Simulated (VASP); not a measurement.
Input of a VASP 6.6.1 run:

Contents of INCAR:

```
PREC = Accurate
ENCUT = 520
EDIFF = 1E-6
ISMEAR = 0
SIGMA = 0.02
LREAL = Auto
LASPH = True
NELM = 80
ALGO = Normal
ISIF = 2
LWAVE = False
LCHARG = False
GGA = PE
NBANDS = 162
NELECT = 278.0
```

File KPOINTS:

```
Automatic mesh
0
Gamma
  2 2 2
  0.5 0.5 0.5
```

The input POSCAR:

```
In15P17
1.0
   -5.9597880289      5.9597880289      5.9597880289
    5.9597880289     -5.9597880289      5.9597880289
    5.9597880289      5.9597880289     -5.9597880289
P In
17 15
Direct
    0.5000000000      0.5000000000      0.0000000000
    0.2784374671      0.5000000000      0.0000000000
    0.2501637030      0.7554932187      0.7501637030
    0.2445067813     -0.0053295157      0.4946704843
    0.5000000000      0.2784374671      0.0000000000
    0.2501637030      0.2501637030      0.2554932187
    0.5000000000      0.5000000000      0.7784374671
    0.5000000000      0.7498362970      0.5053295157
    0.7498362970      0.0053295157      0.0000000000
    0.5000000000      0.0053295157      0.2498362970
    0.7554932187      0.2501637030      0.7501637030
    0.7498362970      0.5000000000      0.5053295157
    0.0053295157      0.7498362970      0.0000000000
    0.7215625329      0.7215625329      0.2215625329
   -0.0053295157     -0.0053295157      0.7445067813
   -0.0053295157      0.2445067813      0.4946704843
    0.0053295157      0.5000000000      0.2498362970
    0.5000000000      0.7538301226      0.7588126116
    0.5000000000      0.0000000000      0.5000000000
    0.7538301226      0.2588126116      0.0000000000
    0.5000000000      0.2588126116      0.2538301226
    0.7538301226      0.5000000000      0.7588126116
    0.7411873884      0.7411873884      0.4950175110
    0.0000000000      0.0000000000      0.0000000000
    0.7411873884     -0.0049824890      0.2411873884
    0.0049824890      0.2461698774      0.7461698774
    0.0000000000      0.5000000000      0.5000000000
    0.2588126116      0.7538301226      0.0000000000
   -0.0049824890      0.7411873884      0.2411873884
    0.2461698774      0.0049824890      0.7461698774
    0.2461698774      0.2461698774      0.5049824890
    0.2588126116      0.5000000000      0.2538301226
```

Potentials or basis: VASP PAW PBE potentials, release 64 (P, In_d).

Command:

```console
$ cat potpaw_PBE.64/P/POTCAR potpaw_PBE.64/In_d/POTCAR > POTCAR
$ mpirun -np 1 vasp_std > vasp.out
```

Problem. Predict the largest force.

Solution. 0.019 eV/Å.

Forces in eV/Å, atoms in the order of the input:
```
P    0.000  0.000  0.000
P   -0.011  0.011  0.011
P   -0.001  0.002 -0.001
P    0.002  0.001  0.001
P    0.011 -0.011  0.011
P   -0.001 -0.001  0.002
P    0.011  0.011 -0.011
P   -0.002 -0.001  0.001
P   -0.001  0.001 -0.002
P   -0.002  0.001 -0.001
P    0.002 -0.001 -0.001
P   -0.001 -0.002  0.001
P    0.001 -0.001 -0.002
P   -0.011 -0.011 -0.011
P    0.001  0.001  0.002
P    0.001  0.002  0.001
P    0.001 -0.002 -0.001
In   0.006  0.004 -0.004
In   0.000  0.000  0.000
In   0.004 -0.004  0.006
In   0.006 -0.004  0.004
In   0.004  0.006 -0.004
In  -0.004 -0.004 -0.006
In   0.000  0.000  0.000
In  -0.004 -0.006 -0.004
In  -0.006  0.004  0.004
In   0.000  0.000  0.000
In  -0.004  0.004  0.006
In  -0.006 -0.004 -0.004
In   0.004 -0.006  0.004
In   0.004  0.004 -0.006
In  -0.004  0.006  0.004
```

Caveat: the cell carries a net charge on a neutralising background, which shifts energy and pressure.
